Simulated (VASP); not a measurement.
# CdSi11O24 (a cell with a defect) in VASP: single point with PBEsol

Aim: the single point of CdSi11O24 (a cell with a defect) with PBEsol.

All numbers are computed with VASP 6.6.1; they aren't measurements. Logs are shortened: lines on timing, memory, paths and dates and some standing lists are left out, and cuts for length are marked.

## Step 1: The cell of the first run

The cell holds a defect, 72 atoms: a = 8.389 Å, b = 8.389 Å, c = 8.036 Å, α = 90.00°, β = 90.00°, γ = 90.00°.

## Step 2: Single point, PBEsol, collinear spin

File INCAR:

```
SYSTEM = CdSi11O24
PREC = Accurate
ENCUT = 520
EDIFF = 1E-6
ISMEAR = -1
SIGMA = 0.05
LREAL = Auto
LASPH = .TRUE.
NELM = 200
ALGO = Normal
ISIF = 2
LWAVE = .FALSE.
LCHARG = .TRUE.
ISPIN = 2
MAGMOM = 0 0 0 0 0 0 0 0 0 0 0 0 0 0 0 0 0 0 0 0 0 0 0.167 0.167 0 0 0 0 0 0 0 0 0 0.167 0.167 0 0.167 0.167 0 0 0 0 0 0 0 0 0 0 0 0 0 0 0 0 0.167 0.167 0.167 0 0 0 0 0 0 0.167 0.167 0.167 0 0 0 0 0 0
LORBIT = 11
GGA = PS
LELF = .TRUE.
LVHAR = .TRUE.
ISYM = 0
NBANDS = 246
GGA_COMPAT = .FALSE.
NCORE = 4
```

File KPOINTS:

```
Automatic mesh
0
Gamma
  1 1 1
  0.25 0.25 0.25
```

File POSCAR:

```
CdSi11O24
1.0
    8.3886930000      0.0000000000      0.0000000000
    0.0000000000      8.3886930000      0.0000000000
    0.0000000000      0.0000000000      8.0356430000
Si Cd O
22 2 48
Direct
    0.9984580000      0.9988000000      0.9977840000
    0.9985870000      0.9989170000      0.3358350000
    0.9987890000      0.9991510000      0.6666660000
    0.0006470000      0.5005270000      0.9999790000
    0.0001540000      0.4999850000      0.3337650000
    0.9990420000      0.4990160000      0.6665140000
    0.5000560000      0.0009730000      0.9999640000
    0.4995370000      0.0004630000      0.3337820000
    0.4986240000      0.9994530000      0.6665290000
    0.4993440000      0.4999230000      0.6668120000
    0.2383040000      0.2387910000      0.1672440000
    0.2458370000      0.2462260000      0.5011320000
    0.2452690000      0.2456200000      0.8328480000
    0.2388420000      0.7599130000      0.1668560000
    0.2449880000      0.7540150000      0.5025800000
    0.2451530000      0.7539970000      0.8307080000
    0.7596020000      0.2391150000      0.1668540000
    0.7536780000      0.2453420000      0.5026030000
    0.7536680000      0.2455690000      0.8306890000
    0.7576800000      0.7579110000      0.1666480000
    0.7528270000      0.7532380000      0.5007790000
    0.7524820000      0.7529130000      0.8320810000
    0.4971360000      0.4974010000      0.9989340000
    0.4980590000      0.4982420000      0.3341740000
    0.1438460000      0.1442470000      0.9982640000
    0.1438030000      0.1441840000      0.3354810000
    0.1497800000      0.1502140000      0.6668700000
    0.1507910000      0.6546970000      0.9976480000
    0.1505900000      0.6549170000      0.3350820000
    0.1425170000      0.6588010000      0.6667570000
    0.6542190000      0.1512890000      0.9977000000
    0.6544230000      0.1510220000      0.3350460000
    0.6583930000      0.1429640000      0.6667630000
    0.6691780000      0.6697060000      0.0007860000
    0.6694570000      0.6701550000      0.3324540000
    0.6546760000      0.6552120000      0.6658880000
    0.3280840000      0.3284760000      0.0034090000
    0.3282650000      0.3287380000      0.3302130000
    0.3435600000      0.3439060000      0.6681400000
    0.3407280000      0.8545260000      0.9956060000
    0.3407870000      0.8542410000      0.3383060000
    0.3393680000      0.8571150000      0.6668030000
    0.8542010000      0.3410220000      0.9955710000
    0.8538520000      0.3410470000      0.3382990000
    0.8567980000      0.3396970000      0.6668160000
    0.8533490000      0.8536910000      0.9982090000
    0.8536350000      0.8539690000      0.3347710000
    0.8479990000      0.8484030000      0.6668310000
    0.0927960000      0.4003780000      0.1667480000
    0.0979790000      0.4035510000      0.5011970000
    0.0973880000      0.4033880000      0.8327920000
    0.0940020000      0.9034320000      0.1665480000
    0.0943400000      0.9025830000      0.5018400000
    0.0945070000      0.9027490000      0.8318850000
    0.6421210000      0.3986590000      0.1661640000
    0.6044560000      0.3893730000      0.5246600000
    0.6085240000      0.3934220000      0.8092220000
    0.5988160000      0.9077080000      0.1665460000
    0.5956030000      0.9029750000      0.5007570000
    0.5956890000      0.9028400000      0.8326350000
    0.3999980000      0.0931790000      0.1667600000
    0.4031670000      0.0983880000      0.5011890000
    0.4029930000      0.0977560000      0.8328050000
    0.3981620000      0.6421120000      0.1661820000
    0.3889450000      0.6048030000      0.5245320000
    0.3930030000      0.6089170000      0.8093410000
    0.9030500000      0.0942830000      0.1665400000
    0.9021490000      0.0946950000      0.5018240000
    0.9023010000      0.0948720000      0.8319010000
    0.9072430000      0.5991380000      0.1665670000
    0.9024420000      0.5959270000      0.5007600000
    0.9023520000      0.5960370000      0.8326020000
```

Potentials or basis: VASP PAW PBE potentials, release 64 (Si, Cd, O).

The run is started by

```sh
$ cat potpaw_PBE.64/Si/POTCAR potpaw_PBE.64/Cd/POTCAR potpaw_PBE.64/O/POTCAR > POTCAR
$ mpirun -np 4 vasp_std > vasp.out
```

OUTCAR:

```text
SYSTEM = CdSi11O24
   PREC = Accurate
   ENCUT = 520
   EDIFF = 1E-6
   ISMEAR = -1
   LREAL = Auto
   LASPH = .TRUE.
   NELM = 200
   ISIF = 2
   ISPIN = 2
   LORBIT = 11
   GGA = PS
   ISYM = 0

 ion  position               nearest neighbor table
   1  0.998  0.999  0.998-  46 1.72  25 1.73  54 1.75  69 1.75  67 1.77  52 1.77   3 2.66   2 2.72

   2  0.999  0.999  0.336-  47 1.72  26 1.72  53 1.75  68 1.75  52 1.77  67 1.77   3 2.66   1 2.72

   3  0.999  0.999  0.667-  53 1.75  68 1.75  54 1.75  69 1.75  48 1.79  27 1.79   2 2.66   1 2.66
[... 25 lines left out ...]
  16  0.245  0.754  0.831-  66 1.75  42 1.76  40 1.76  30 1.76  28 1.77  54 1.78  15 2.64  14 2.70
                            23 3.31
  17  0.760  0.239  0.167-  55 1.66  67 1.71  32 1.78  31 1.78  44 1.80  43 1.80  18 2.70  19 2.70
                            24 3.37  23 3.37
  18  0.754  0.245  0.503-  56 1.75  44 1.76  45 1.77  33 1.77  32 1.77  68 1.77  19 2.64  17 2.70
                            24 3.31
  19  0.754  0.246  0.831-  57 1.75  45 1.76  43 1.76  33 1.76  31 1.77  69 1.78  18 2.64  17 2.70
                            23 3.30
  20  0.758  0.758  0.167-  35 1.69  34 1.70  46 1.77  47 1.77  70 1.83  58 1.83  21 2.69  22 2.69
                            24 3.36  23 3.37
  21  0.753  0.753  0.501-  35 1.67  48 1.75  36 1.76  47 1.79  71 1.82  59 1.82  22 2.66  20 2.69
                            24 3.31
  22  0.752  0.753  0.832-  34 1.68  48 1.75  36 1.77  46 1.79  60 1.82  72 1.82  21 2.66  20 2.69
                            23 3.31
  23  0.497  0.497  0.999-  57 1.99  66 1.99  64 1.99  55 1.99  37 2.01  34 2.04  10 2.67  24 2.69
                            13 3.27  19 3.30  16 3.31  22 3.31  11 3.35  17 3.37  14 3.37  20 3.37
  24  0.498  0.498  0.334-  56 1.99  65 1.99  55 2.00  64 2.00  38 2.01  35 2.04  10 2.67  23 2.69
                            12 3.28  18 3.31  21 3.31  15 3.31  11 3.36  20 3.36  17 3.37  14 3.37
  25  0.144  0.144  0.998-   1 1.73  11 1.76  13 1.79
  26  0.144  0.144  0.335-   2 1.72  11 1.76  12 1.80
  27  0.150  0.150  0.667-  13 1.75  12 1.75   3 1.79
  28  0.151  0.655  0.998-  16 1.77  14 1.78   4 1.81
  29  0.151  0.655  0.335-  15 1.77  14 1.78   5 1.81
  30  0.143  0.659  0.667-  16 1.76  15 1.77   6 1.80
[... 40 lines left out ...]
  71  0.902  0.596  0.501-   6 1.76   5 1.77  21 1.82
  72  0.902  0.596  0.833-   6 1.76   4 1.77  22 1.82

IMPORTANT INFORMATION: All symmetrisations will be switched off!
NOSYMM: (Re-)initialisation of all symmetry stuff for point group C_1.

----------------------------------------------------------------------------------------

                                     Primitive cell

  volume of cell :     565.4696

  direct lattice vectors                    reciprocal lattice vectors
     8.388693000  0.000000000  0.000000000     0.119208082  0.000000000  0.000000000
     0.000000000  8.388693000  0.000000000     0.000000000  0.119208082  0.000000000
     0.000000000  0.000000000  8.035643000     0.000000000  0.000000000  0.124445548

  length of vectors
     8.388693000  8.388693000  8.035643000     0.119208082  0.119208082  0.124445548

  position of ions in fractional coordinates (direct lattice)
     0.998458000  0.998800000  0.997784000
     0.998587000  0.998917000  0.335835000
     0.998789000  0.999151000  0.666666000
     0.000647000  0.500527000  0.999979000
     0.000154000  0.499985000  0.333765000
     0.999042000  0.499016000  0.666514000
[... 64 lines left out ...]
     0.902442000  0.595927000  0.500760000
     0.902352000  0.596037000  0.832602000

  ion indices of the primitive-cell ions
   primitive index   ion index
                 1           1
                 2           2
                 3           3
                 4           4
                 5           5
                 6           6
[... 64 lines left out ...]
                71          71
                72          72

----------------------------------------------------------------------------------------

 KPOINTS: Automatic mesh

Automatic generation of k-mesh.
 Grid dimensions read from file:
 generate k-points for:    1    1    1
[... 51 lines left out ...]
   POTIM  = 0.5000    time-step for ionic-motion
   TEBEG  =    0.0;   TEEND  =   0.0 temperature during run
   PSTRESS=    0.0 pullay stress
   NELECT =     400.0000    total number of electrons
   NUPDOWN=      -1.0000    fix difference up-down
   EMIN   =  10.00;   EMAX   =-10.00  energy-range for DOS
   EFERMI =   0.00;   METHOD = LEGACY
   ISMEAR =    -1;   SIGMA  =   0.05  broadening in eV -4-tet -1-fermi 0-gaus
   EFERMI_NEDOS =   21; number of points for ismear=-14 and -15
   IALGO  =     38    algorithm
   IMIX   =      4    mixing-type and parameters
     AMIX     =   0.40;   BMIX     =  1.00
     AMIX_MAG =   1.60;   BMIX_MAG =  1.00
  volume/ion in A,a.u.               =       7.85        53.00
  Fermi-wavevector in a.u.,A,eV,Ry     =   1.458675  2.756495 28.949545  2.127732
  Thomas-Fermi vector in A             =   2.575331
   LORBIT       =     11    0 simple, 1 ext, 2 COOP (PROOUT), +10 PAW based schemes
   GGA     = PS    functional components
   LHFCALC =     F    Hartree Fock is set to
   AEXX    =    0.0000 exact exchange contribution
   IVDW    =     0    specifies the selected vdW correction
   LEPSILON=     F    determine dielectric tensor
   LRPA    =     F    only Hartree local field effects (RPA)
 spin polarized calculation
  energy-cutoff  :      520.00
  volume of cell :      565.47
 maximum number of plane-waves:     15222
 NGX is ok and might be reduce to    64
   NGX = 31   NGY = 31   NGZ = 29

 number of electron     399.9999911 magnetization       1.3838065

 Free energy of the ion-electron system (eV)
  ---------------------------------------------------
  ext. energy  EPLUGINS =         0.00000000
  ---------------------------------------------------
  free energy    TOTEN  =      -555.53751615 eV

  energy without entropy =     -555.40885425  energy(sigma->0) =     -555.47318520

 E-fermi :   7.5355     XC(G=0): -12.5818

 val. band max:        7.4938880139   @ k =   0.2500  -0.2500   0.2500
 cond. band min:       7.5696641923   @ k =  -0.2500  -0.2500   0.2500
 fundamental gap:      0.0757761784
 Fermi energy:         7.5354515190

 spin component 1

 k-point     1 :       0.2500    0.2500    0.2500
  band No.  band energies     occupation
      1     -14.6514      1.00000
      2     -13.9923      1.00000
      3     -13.9561      1.00000
      4     -13.8822      1.00000
      5     -13.4213      1.00000
      6     -13.3087      1.00000
[... 849 lines left out ...]
    211      15.6144      0.00000
    212      15.6874      0.00000
 Fermi energy:         7.5354515190

 spin component 2

 k-point     1 :       0.2500    0.2500    0.2500
  band No.  band energies     occupation
      1     -14.6361      1.00000
      2     -13.9759      1.00000
      3     -13.9343      1.00000
      4     -13.8632      1.00000
      5     -13.3929      1.00000
      6     -13.2839      1.00000
[... 849 lines left out ...]
    211      15.6436      0.00000
    212      15.6929      0.00000
 [bands above 212 left out]

------------------------ aborting loop because EDIFF is reached ----------------------------------------

  FORCE on cell =-STRESS in cart. coord.  units (eV):
  Direction    XX          YY          ZZ          XY          YZ          ZX
  --------------------------------------------------------------------------------------
  -------------------------------------------------------------------------------------
  Total       56.9809698     57.0524471     62.8969668      5.7096562     -0.3942311     -0.3849794
  in kB      161.4474476    161.6499683    178.2095809     16.1774963     -1.1169975     -1.0907842
  external PRESSURE =     167.1023323 kB  Pullay stress =       0.0000000 kB

 VOLUME and BASIS-vectors are now :
 -----------------------------------------------------------------------------
  energy-cutoff  :      520.00
  volume of cell :      565.47
      direct lattice vectors                 reciprocal lattice vectors
     8.388693000  0.000000000  0.000000000     0.119208082  0.000000000  0.000000000
     0.000000000  8.388693000  0.000000000     0.000000000  0.119208082  0.000000000
     0.000000000  0.000000000  8.035643000     0.000000000  0.000000000  0.124445548

 POSITION                                       TOTAL-FORCE (eV/Angst)
 -----------------------------------------------------------------------------------
      8.37576      8.37863      8.01784        -0.002914      0.002694     -0.022240
      8.37684      8.37961      2.69865        -0.012788     -0.009023     -0.052976
      8.37853      8.38157      5.35709        -0.010830      0.000860      0.078152
      0.00543      4.19877      8.03547        -0.080353     -0.065659     -0.082558
      0.00129      4.19422      2.68202         0.018686      0.013857     -0.031462
      8.38066      4.18609      5.35587         0.030623      0.040043      0.120769
[... 64 lines left out ...]
      7.57031      4.99905      4.02393        -0.019014      0.015496     -0.024080
      7.56955      4.99997      6.69049        -0.016493      0.009716     -0.017572
 -----------------------------------------------------------------------------------
    total drift:                                0.029092      0.021044      0.004144

  FREE ENERGIE OF THE ION-ELECTRON SYSTEM (eV)
  ---------------------------------------------------
  free  energy   TOTEN  =      -555.5375161548 eV

  energy  without entropy=     -555.4088542517  energy(sigma->0) =     -555.47318520

 total charge

# of ion       s       p       d       tot
------------------------------------------
    1        0.603   0.933   0.000   1.536
    2        0.603   0.932   0.000   1.535
    3        0.595   0.904   0.000   1.500
    4        0.591   0.877   0.000   1.468
    5        0.591   0.875   0.000   1.466
    6        0.592   0.888   0.000   1.480
[... 64 lines left out ...]
   71        1.546   3.662   0.000   5.208
   72        1.546   3.660   0.000   5.206
--------------------------------------------------
tot         88.469 196.738  19.231 304.438

 magnetization (x)

# of ion       s       p       d       tot
------------------------------------------
    1        0.000   0.001   0.000   0.002
    2        0.000   0.001   0.000   0.002
    3       -0.000   0.000   0.000  -0.000
    4       -0.000  -0.000   0.000  -0.001
    5       -0.000  -0.000   0.000  -0.001
    6       -0.000  -0.000   0.000  -0.001
[... 64 lines left out ...]
   71        0.000   0.006   0.000   0.006
   72        0.000   0.006   0.000   0.006
--------------------------------------------------
tot          0.023   0.997   0.234   1.254
```

Run time: 8.9 min. Hardware: 4 MPI ranks of Intel Xeon 6975P-C (Granite Rapids), shared host; peak memory 0.39 GiB.

What came out:

| Quantity | Value |
| --- | --- |
| Free energy | -555.5375 eV |
| Pressure | 16.7 GPa |
| Largest force | 0.321 eV/Å |
| Band gap on the k mesh | 0.08 eV |
| Net moment | 1.38 μB per cell |
| Site moments | Si +0.00, -0.00; Cd +0.12, +0.10; O +0.01, +0.00, +0.02, +0.07, +0.06, +0.05, +0.03, +0.16, +0.04 μB |
| Valence electrons inside the program's atomic spheres | Si 1.54, 1.53, 1.50, 1.47, 1.48, 1.52, 1.49, 1.51; Cd 10.68, 10.67; O 5.24, 5.23, 5.21, 5.20, 5.25, 5.19, 5.22, 5.26, 5.11, 5.17, 5.18 |

Forces in eV/Å, atoms in the order of the input:
```
Si  -0.003  0.003 -0.022
Si  -0.013 -0.009 -0.053
Si  -0.011  0.001  0.078
Si  -0.080 -0.066 -0.083
Si   0.019  0.014 -0.031
Si   0.031  0.040  0.121
Si  -0.047 -0.070 -0.057
Si   0.028  0.032 -0.051
Si   0.043  0.034  0.114
Si   0.013 -0.006  0.007
Si   0.036  0.014 -0.104
Si   0.007  0.003 -0.013
Si   0.012  0.017  0.092
Si   0.060  0.003 -0.072
Si  -0.025 -0.036  0.032
Si  -0.006  0.051  0.042
Si  -0.009  0.051 -0.071
Si  -0.050 -0.030  0.026
Si   0.037 -0.016  0.050
Si  -0.065 -0.031 -0.077
Si  -0.004  0.001 -0.052
Si  -0.025 -0.023  0.136
Cd  -0.035 -0.040  0.069
Cd  -0.104 -0.101 -0.004
O   -0.051 -0.050  0.024
O   -0.024 -0.019  0.023
O   -0.010 -0.013 -0.033
O   -0.014 -0.011  0.048
O   -0.053 -0.037  0.042
O   -0.054 -0.022  0.026
O   -0.005 -0.016  0.036
O   -0.024 -0.044  0.051
O   -0.021 -0.058  0.027
O    0.223  0.214  0.002
O    0.215  0.199  0.018
O   -0.032 -0.037 -0.028
O   -0.224 -0.222  0.019
O   -0.186 -0.188  0.037
O    0.024  0.030 -0.052
O    0.000  0.042 -0.023
O    0.024  0.042  0.009
O    0.036  0.023 -0.077
O    0.050  0.014 -0.020
O    0.060  0.042  0.013
O    0.023  0.040 -0.081
O    0.072  0.067  0.032
O    0.047  0.043  0.020
O    0.020  0.017 -0.050
O    0.009 -0.009  0.044
O   -0.008 -0.030 -0.026
O    0.042 -0.023 -0.043
O   -0.002  0.002  0.044
O    0.058 -0.043 -0.013
O    0.046 -0.057 -0.041
O    0.225 -0.196  0.054
O    0.214  0.000  0.165
O    0.054 -0.177 -0.257
O    0.026 -0.003  0.040
O    0.016 -0.027 -0.013
O    0.009 -0.021 -0.027
O   -0.024  0.019  0.043
O   -0.038 -0.006 -0.021
O   -0.030  0.044 -0.049
O   -0.214  0.233  0.059
O   -0.005  0.213  0.163
O   -0.182  0.053 -0.259
O    0.007 -0.002  0.046
O   -0.034  0.051 -0.011
O   -0.046  0.037 -0.043
O    0.004  0.026  0.043
O   -0.019  0.015 -0.024
O   -0.016  0.010 -0.018
```

Caveat: the k points lie up to 0.78 Å⁻¹ apart; the PAW data sets were made with another functional, which shifts forces and pressure a little.
